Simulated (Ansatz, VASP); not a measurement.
**Na in VASP and in Ansatz**

```xyz
4
Lattice="3.6498 0.0000 0.0000 -1.8249 3.1608 0.0000 0.0000 0.0000 11.8357" Properties=species:S:1:pos:R:3 pbc="T T T"
Na    0.0000    0.0000    0.0000
Na    0.0000    2.1072    8.8768
Na    0.0000    0.0000    5.9178
Na    1.8249    1.0536    2.9589
```

Alike in both runs: functional PBE; dispersion D3(BJ); k mesh 12 × 12 × 4; occupations gaussian, width 0.1 eV; no spin polarisation.

Ansatz relaxed the structure, and its values are those at the end. VASP's run is a single point on that final structure, the one shown.

|  | VASP | Ansatz |
| --- | --- | --- |
| version | VASP 6.6.1 | Ansatz 0.2.0 |
| potentials or method | VASP PAW PBE potentials, release 64 (Na_pv), cutoff 520 eV | scalar-relativistic, plane waves, PAW |
| valence electrons in the cell | 28 | 36 |

```csv
,VASP,Ansatz,Ansatz less VASP
gap on the k mesh at the Fermi level (eV),none,none,-
pressure (GPa),-0.1,0.0,+0.02
```

A gap of «none» marks a metal or a gap that the smearing closes. VASP's potentials hold 28 valence electrons a cell and Ansatz's 36, so a difference there can come from the potentials and not from the codes.
